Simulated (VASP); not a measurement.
# AlNi (Pm-3m) in VASP: notebook, part 2 of 3

VASP 6.6.1. The steps go on from the part before.

## 3. Single point, PBEsol, collinear spin, ferromagnetic start

This run uses another cell than the first one, of 11.06 Å³/atom, 1.028 times its volume.

The input, INCAR:

```
SYSTEM = AlNi
PREC     = Accurate       ! precision mode
ENCUT    = 520            ! plane-wave cutoff, eV
EDIFF    = 1E-7           ! SCF threshold, eV
ISMEAR   = -1             ! smearing method
SIGMA    = 0.05           ! smearing width, eV
LREAL    = .False.        ! projectors in reciprocal space
LASPH    = .True.         ! aspherical terms in the spheres
NELM     = 150            ! most SCF steps
ALGO     = Normal         ! electronic algorithm
ISIF     = 2              ! what is computed and relaxed
LWAVE    = .False.        ! write WAVECAR
LCHARG   = .False.        ! write CHGCAR
ISPIN    = 2              ! spin polarisation
MAGMOM   = 0 1.5          ! initial moments
LORBIT   = 11             ! projections on sites
LMAXMIX  = 4              ! l up to which the mixer works
GGA      = PS             ! functional
NBANDS   = 18             ! bands
```

The input, KPOINTS:

```
Automatic mesh
0
Gamma
  10 10 10
  0 0 0
```

The input, POSCAR:

```
AlNi
1.0
    2.8070953785      0.0000000000      0.0000000000
    0.0000000000      2.8070953785      0.0000000000
    0.0000000000      0.0000000000      2.8070953785
Al Ni
1 1
Direct
    0.0000000000      0.0000000000      0.0000000000
    0.5000000000      0.5000000000      0.5000000000
```

Potentials or basis: VASP PAW PBE potentials, release 64 (Al, Ni).

Run with:

```console
$ cat potpaw_PBE.64/Al/POTCAR potpaw_PBE.64/Ni/POTCAR > POTCAR
$ mpirun -np 1 vasp_std > vasp.out
```

OUTCAR:

```text
SYSTEM = AlNi
   PREC = Accurate
   ENCUT = 520
   EDIFF = 1E-7
   ISMEAR = -1
   LREAL = .False.
   LASPH = .True.
   NELM = 150
   ISIF = 2
   ISPIN = 2
   LORBIT = 11
   GGA = PS

 ion  position               nearest neighbor table
   1  0.000  0.000  0.000-   2 2.43   2 2.43   2 2.43   2 2.43   2 2.43   2 2.43   2 2.43   2 2.43

   2  0.500  0.500  0.500-   1 2.43   1 2.43   1 2.43   1 2.43   1 2.43   1 2.43   1 2.43   1 2.43

  LATTYP: Found a simple cubic cell.
 ALAT       =     2.8070953785

  Lattice vectors:

 A1 = (   2.8070953785,   0.0000000000,   0.0000000000)
 A2 = (   0.0000000000,   2.8070953785,   0.0000000000)
 A3 = (   0.0000000000,   0.0000000000,   2.8070953785)

Analysis of symmetry for initial positions (statically):
=====================================================================
 Subroutine PRICEL returns:
 Original cell was already a primitive cell.

 Routine SETGRP: Setting up the symmetry group for a
 simple cubic supercell.

 Subroutine GETGRP returns: Found 48 space group operations
 (whereof 48 operations were pure point group operations)
 out of a pool of 48 trial point group operations.

The static configuration has the point symmetry O_h .

Analysis of symmetry for dynamics (positions and initial velocities):
=====================================================================
 Subroutine PRICEL returns:
 Original cell was already a primitive cell.

 Routine SETGRP: Setting up the symmetry group for a
 simple cubic supercell.

 Subroutine GETGRP returns: Found 48 space group operations
 (whereof 48 operations were pure point group operations)
 out of a pool of 48 trial point group operations.

The dynamic configuration has the point symmetry O_h .

Analysis of structural, dynamic, and magnetic symmetry:
=====================================================================
 Subroutine PRICEL returns:
 Original cell was already a primitive cell.

 Routine SETGRP: Setting up the symmetry group for a
 simple cubic supercell.

 Subroutine GETGRP returns: Found 48 space group operations
 (whereof 48 operations were pure point group operations)
 out of a pool of 48 trial point group operations.

The overall configuration has the point symmetry O_h .

 Subroutine INISYM returns: Found 48 space group operations
 (whereof 48 operations are pure point group operations),
 and found     1 'primitive' translations

----------------------------------------------------------------------------------------

                                     Primitive cell

  volume of cell :      22.1193

  direct lattice vectors                    reciprocal lattice vectors
     2.807095379  0.000000000  0.000000000     0.356240122  0.000000000  0.000000000
     0.000000000  2.807095379  0.000000000     0.000000000  0.356240122  0.000000000
     0.000000000  0.000000000  2.807095379     0.000000000  0.000000000  0.356240122

  length of vectors
     2.807095379  2.807095379  2.807095379     0.356240122  0.356240122  0.356240122

  position of ions in fractional coordinates (direct lattice)
     0.000000000  0.000000000  0.000000000
     0.500000000  0.500000000  0.500000000

  ion indices of the primitive-cell ions
   primitive index   ion index
                 1           1
                 2           2

----------------------------------------------------------------------------------------

 KPOINTS: Automatic mesh

Automatic generation of k-mesh.
[... 59 lines left out ...]
   ICHARG =      2    charge: 1-file 2-atom 10-const
   ISPIN  =      2    spin polarized calculation?
   LNONCOLLINEAR =      F non collinear calculations
   LSORBIT =      F    spin-orbit coupling
   LASPH  =      T    aspherical Exc in radial PAW
   ENCUT  =  520.0 eV  38.22 Ry    6.18 a.u.   5.22  5.22  5.22*2*pi/ulx,y,z
   NELM   =    150;   NELMIN=  2; NELMDL= -5     # of ELM steps
   EDIFF  = 0.1E-06   stopping-criterion for ELM
   LREAL  =      F    real-space projection
   EDIFFG = 0.1E-05   stopping-criterion for IOM
   NSW    =      0    number of steps for IOM
   IBRION =     -1    ionic relax: 0-MD 1-quasi-New 2-CG
   NFREE  =      0    steps in history (QN), initial steepest desc. (CG)
   ISIF   =      2    stress and relaxation
   ISYM   =      2    0-nonsym 1-usesym 2-fastsym
   POTIM  = 0.5000    time-step for ionic-motion
   TEBEG  =    0.0;   TEEND  =   0.0 temperature during run
   PSTRESS=    0.0 pullay stress
   NELECT =      13.0000    total number of electrons
   NUPDOWN=      -1.0000    fix difference up-down
   EMIN   =  10.00;   EMAX   =-10.00  energy-range for DOS
   EFERMI =   0.00;   METHOD = LEGACY
   ISMEAR =    -1;   SIGMA  =   0.05  broadening in eV -4-tet -1-fermi 0-gaus
   EFERMI_NEDOS =   21; number of points for ismear=-14 and -15
   IALGO  =     38    algorithm
   IMIX   =      4    mixing-type and parameters
     AMIX     =   0.40;   BMIX     =  1.00
     AMIX_MAG =   1.60;   BMIX_MAG =  1.00
  volume/ion in A,a.u.               =      11.06        74.63
  Fermi-wavevector in a.u.,A,eV,Ry     =   1.371299  2.591379 25.585219  1.880461
  Thomas-Fermi vector in A             =   2.497008
   LORBIT       =     11    0 simple, 1 ext, 2 COOP (PROOUT), +10 PAW based schemes
   GGA     = PS    functional components
   LHFCALC =     F    Hartree Fock is set to
   AEXX    =    0.0000 exact exchange contribution
   IVDW    =     0    specifies the selected vdW correction
   LEPSILON=     F    determine dielectric tensor
   LRPA    =     F    only Hartree local field effects (RPA)
 spin polarized calculation
  energy-cutoff  :      520.00
  volume of cell :       22.12
 maximum number of plane-waves:       624
 NGX is ok and might be reduce to    24
   NGX = 11   NGY = 11   NGZ = 11

 number of electron      12.9999986 magnetization       0.0003767

 number of electron      12.9999986 magnetization      -0.0000827

 Free energy of the ion-electron system (eV)
  ---------------------------------------------------
  ext. energy  EPLUGINS =         0.00000000
  ---------------------------------------------------
  free energy    TOTEN  =       -11.54860227 eV

  energy without entropy =      -11.54393291  energy(sigma->0) =      -11.54626759

 E-fermi :  10.9660     XC(G=0): -12.5499

 val. band max:       10.9364822201   @ k =   0.4000   0.4000   0.2000
 cond. band min:      11.0655425409   @ k =   0.4000   0.3000   0.2000
 fundamental gap:      0.1290603208
 Fermi energy:        10.9659600692

 spin component 1

 k-point     1 :       0.0000    0.0000    0.0000
  band No.  band energies     occupation
      1      -0.7532      1.00000
      2       7.3325      1.00000
      3       7.3325      1.00000
      4       9.2554      1.00000
      5       9.2554      1.00000
      6       9.2554      1.00000
[... 493 lines left out ...]
     17      33.1134      0.00000
     18      37.5917      0.00000

 [... further k-points ...]

 spin component 2

 k-point     1 :       0.0000    0.0000    0.0000
  band No.  band energies     occupation
      1      -0.7532      1.00000
      2       7.3324      1.00000
      3       7.3324      1.00000
      4       9.2555      1.00000
      5       9.2555      1.00000
      6       9.2555      1.00000
[... 493 lines left out ...]
     17      33.1134      0.00000
     18      37.5917      0.00000

 [... further k-points ...]
[... 5 lines left out ...]
  --------------------------------------------------------------------------------------
  -------------------------------------------------------------------------------------
  Total        1.5830994      1.5830994      1.5830994      0.0000000      0.0000000     -0.0000000
  in kB      114.6693274    114.6693274    114.6693274      0.0000000      0.0000000     -0.0000000
  external PRESSURE =     114.6693274 kB  Pullay stress =       0.0000000 kB

 VOLUME and BASIS-vectors are now :
 -----------------------------------------------------------------------------
  energy-cutoff  :      520.00
  volume of cell :       22.12
      direct lattice vectors                 reciprocal lattice vectors
     2.807095379  0.000000000  0.000000000     0.356240122  0.000000000  0.000000000
     0.000000000  2.807095379  0.000000000     0.000000000  0.356240122  0.000000000
     0.000000000  0.000000000  2.807095379     0.000000000  0.000000000  0.356240122

 POSITION                                       TOTAL-FORCE (eV/Angst)
 -----------------------------------------------------------------------------------
      0.00000      0.00000      0.00000         0.000000      0.000000      0.000000
      1.40355      1.40355      1.40355         0.000000      0.000000      0.000000
 -----------------------------------------------------------------------------------
    total drift:                                0.000000      0.000000     -0.000000

  FREE ENERGIE OF THE ION-ELECTRON SYSTEM (eV)
  ---------------------------------------------------
  free  energy   TOTEN  =       -11.5486022693 eV

  energy  without entropy=      -11.5439329105  energy(sigma->0) =      -11.54626759

 total charge

# of ion       s       p       d       tot
------------------------------------------
    1        0.391   0.449   0.000   0.840
    2        0.513   0.592   8.520   9.624
--------------------------------------------------
tot          0.904   1.041   8.520  10.464

 magnetization (x)

# of ion       s       p       d       tot
------------------------------------------
    1       -0.000  -0.000   0.000  -0.000
    2        0.000   0.000  -0.000   0.000
--------------------------------------------------
tot          0.000   0.000  -0.000  -0.000
```

Run time: 16 s. Hardware: 1 thread of Intel Xeon 6975P-C (Granite Rapids), shared host; peak memory 0.16 GiB.

Results:

```
Free energy                                           : -11.5486 eV
Pressure                                              : 11.5 GPa
Net moment                                            : 0.00 μB per cell
Valence electrons inside the program's atomic spheres : Al 0.84; Ni 9.62
```

Caveat: the starting moments collapsed, and a magnetic state may lie lower; the PAW data sets were made with another functional, which shifts forces and pressure a little.

## 4. Single point, PBEsol, collinear spin, ferromagnetic start

This run uses another cell than the first one, of 11.36 Å³/atom, 1.056 times its volume.

The input, INCAR:

```
ALGO = Normal ; EDIFF = 1E-7
ENCUT = 520 ; GGA = PS
ISIF = 2 ; ISMEAR = -1
ISPIN = 2 ; LASPH = True
LCHARG = False ; LMAXMIX = 4
LORBIT = 11 ; LREAL = False
LWAVE = False ; MAGMOM = 0 1.5
NBANDS = 18 ; NELM = 150
PREC = Accurate ; SIGMA = 0.05
```

The input, KPOINTS:

```
k-points
0
Gamma
  10 10 10
```

The input, POSCAR:

```
AlNi
1.0
    2.8321600563      0.0000000000      0.0000000000
    0.0000000000      2.8321600563      0.0000000000
    0.0000000000      0.0000000000      2.8321600563
Al Ni
1 1
Direct
    0.0000000000      0.0000000000      0.0000000000
    0.5000000000      0.5000000000      0.5000000000
```

Run with:

```console
$ cat potpaw_PBE.64/Al/POTCAR potpaw_PBE.64/Ni/POTCAR > POTCAR
$ mpirun -np 1 vasp_std > vasp.out
```

Wall time 18 s (1 thread of Intel Xeon 6975P-C (Granite Rapids), shared host); peak memory 0.17 GiB.

Results (log left out):

| Property | Result |
| --- | --- |
| Free energy | -11.5809 eV |
| Pressure | 5.9 GPa |
| Net moment | 0.00 μB per cell |
| Valence electrons inside the program's atomic spheres | Al 0.82; Ni 9.57 |

Levels at points of the mesh, in eV from the Fermi level:
Spin up:
| k point | band 4 | band 5 | band 6 | band 7 | band 8 | band 9 |
| --- | --- | --- | --- | --- | --- | --- |
| (0.00, 0.00, 0.00) | -1.65 | -1.65 | -1.65 | 5.71 | 5.71 | 5.71 |
| (0.50, 0.00, 0.00) | -2.41 | -2.41 | -1.56 | -0.68 | 8.35 | 10.24 |
| (0.50, 0.50, 0.00) | -3.03 | -2.24 | -2.24 | -1.09 | 1.55 | 2.74 |
| (0.50, 0.50, 0.50) | -1.05 | -1.05 | 1.93 | 1.93 | 1.93 | 4.18 |
Spin down:
| k point | band 4 | band 5 | band 6 | band 7 | band 8 | band 9 |
| --- | --- | --- | --- | --- | --- | --- |
| (0.00, 0.00, 0.00) | -1.65 | -1.65 | -1.65 | 5.71 | 5.71 | 5.71 |
| (0.50, 0.00, 0.00) | -2.41 | -2.41 | -1.56 | -0.68 | 8.35 | 10.24 |
| (0.50, 0.50, 0.00) | -3.03 | -2.24 | -2.24 | -1.09 | 1.55 | 2.74 |
| (0.50, 0.50, 0.50) | -1.05 | -1.05 | 1.93 | 1.93 | 1.93 | 4.18 |

Caveat: the starting moments collapsed, and a magnetic state may lie lower; the PAW data sets were made with another functional, which shifts forces and pressure a little.

(Part 2 of 3 ends here.)
